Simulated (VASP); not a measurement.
Crystal: SnO.

```
Sn O
1.0
     3.81370    0.00000    0.00000
     0.00000    3.81370    0.00000
     0.00000    0.00000    4.88691
Sn O
2 2
Direct
  0.50000 0.00000 0.76463
  0.00000 0.50000 0.23537
  0.00000 0.00000 0.00000
  0.50000 0.50000 0.00000
```

Base run:

* Program: VASP 6.6.1
* Functional: LDA
* Potentials or basis: VASP PAW LDA potentials, release 64 (Sn_d, O)
* Cutoff: 520 eV
* k mesh: 7 × 7 × 6
* Occupations: fermi-dirac, width 0.05 eV
* Spin: no spin polarisation

Its results: band gap on the k mesh 0.44 eV, indirect (least direct gap 1.96 eV); pressure -3.0 GPa; largest force 0.129 eV/Å.

Q: The run is repeated on the same cell with these changes: k mesh from 7 × 7 × 6 to 4 × 4 × 3. What comes out?

A: Band gap on the k mesh 0.22 eV, indirect (least direct gap 2.03 eV); pressure -3.0 GPa; largest force 0.107 eV/Å.

Caveats: some runs use coarse meshes; spin-orbit coupling is left out, which moves the levels of the heavy elements.

A k mesh can miss the band edges.
